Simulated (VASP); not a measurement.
Li2Mg: single point with LDA

The system is Li2Mg.

```
Li Mg
1.0
     3.07827    0.00000    0.00000
    -1.53913    2.66586    0.00000
     0.00000    0.00000   15.43390
Li Mg
4 2
Cartesian
  1.5391 0.8886 8.9948
  0.0000 1.7772 1.2778
  0.0000 1.7772 6.4391
  1.5391 0.8886 14.1561
  0.0000 1.7772 11.5754
  1.5391 0.8886 3.8585
```

- Program: VASP 6.6.1
- Task: single point
- Functional: LDA
- Potentials or basis: VASP PAW LDA potentials, release 64 (Li_sv, Mg)
- Cutoff: 520 eV
- k mesh: 10 × 10 × 2
- Occupations: methfessel-paxton, width 0.15 eV
- Spin: no spin polarisation
- Dipole correction: no
- Further INCAR settings: ALGO = Normal; EDIFF = 1e-06; NBANDS = 17

```
Largest force          : 0.037 eV/Å
Band gap on the k mesh : zero (band 8 reaches 2.43 eV, above the bottom of band 9 at -1.03 eV)
```

Forces on the atoms (eV/Å):
```
Li   0.000  0.000  0.037
Li   0.000  0.000  0.037
Li   0.000  0.000 -0.037
Li   0.000  0.000 -0.037
Mg   0.000  0.000  0.000
Mg   0.000  0.000  0.000
```

Levels at points of the mesh, in eV from the Fermi level:
```
           k point  band 6  band 7  band 8  band 9  band 10  band 11
(0.00, 0.00, 0.00)   -5.53   -3.18   -2.27   -2.25    -0.64     1.47
(0.50, 0.00, 0.00)   -0.78   -0.51   -0.46    0.17     0.72     1.96
(0.00, 0.00, 0.50)   -5.55   -2.93   -2.93   -1.32    -1.32     2.42
(0.50, 0.00, 0.50)   -0.85   -0.49   -0.49    0.44     0.44     2.15
```

Wall time 32 s on 1 thread of AMD EPYC 9R45 96-Core Processor (Zen 5), with other jobs on the host, peak memory 0.19 GiB.
